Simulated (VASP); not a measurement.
Write the native input for VASP 6.6.1 that does the following.

```
Task                   : single point
Functional             : PBE
Potentials or basis    : VASP PAW PBE potentials, release 64 (Mo_sv, W_sv)
Cutoff                 : 520 eV
k mesh                 : 6 × 6 × 6
Occupations            : gaussian, width 0.1 eV
Spin                   : collinear spin, ferromagnetic start
Starting moments       : [1.0, 1.0, 0.0] μB
Dipole correction      : no
Further INCAR settings : ALGO = Normal; EDIFF = 1e-07; NBANDS = 32
```

The structure of Mo2W lies in POSCAR:

```
Mo2W
1.0
    4.4857912507      0.0000000000      0.0000000000
   -2.2428956254      3.8848091792      0.0000000000
    0.0000000000      0.0000000000      2.7333198509
Mo W
2 1
Direct
    0.3333333333      0.6666666667      0.3347193522
    0.6666666667      0.3333333333      0.6652806478
    0.0000000000      0.0000000000      0.0000000000
```

One way to write it, as run:

INCAR

```
SYSTEM = Mo2W
PREC = Accurate
ENCUT = 520
EDIFF = 1E-7
ISMEAR = 0
SIGMA = 0.1
LREAL = .FALSE.
LASPH = .TRUE.
NELM = 150
ALGO = Normal
ISIF = 2
LWAVE = .FALSE.
LCHARG = .TRUE.
ISPIN = 2
MAGMOM = 1 1 0
LORBIT = 11
LMAXMIX = 4
GGA = PE
LELF = .TRUE.
LVHAR = .TRUE.
NBANDS = 32
```

KPOINTS

```
Automatic mesh
0
G
  6 6 6
  0 0 0
```

Potentials or basis: VASP PAW PBE potentials, release 64 (Mo_sv, W_sv).

Command:

```sh
$ cat potpaw_PBE.64/Mo_sv/POTCAR potpaw_PBE.64/W_sv/POTCAR > POTCAR
$ mpirun -np 1 vasp_std > vasp.out
```

Results of the run:

```
Pressure                                              : 0.4 GPa
Largest force                                         : 0.007 eV/Å
Band gap on the k mesh                                : zero (filled and empty bands overlap)
Net moment                                            : 0.00 μB per cell
Valence electrons inside the program's atomic spheres : Mo 12.49; W 12.05
```

Caveat: the k points lie up to 0.38 Å⁻¹ apart; spin-orbit coupling is left out, which moves the levels of the heavy elements.

Run time: 70 s on 1 thread of AMD EPYC 9R45 96-Core Processor (Zen 5), with other jobs on the host, peak memory 0.2 GiB.
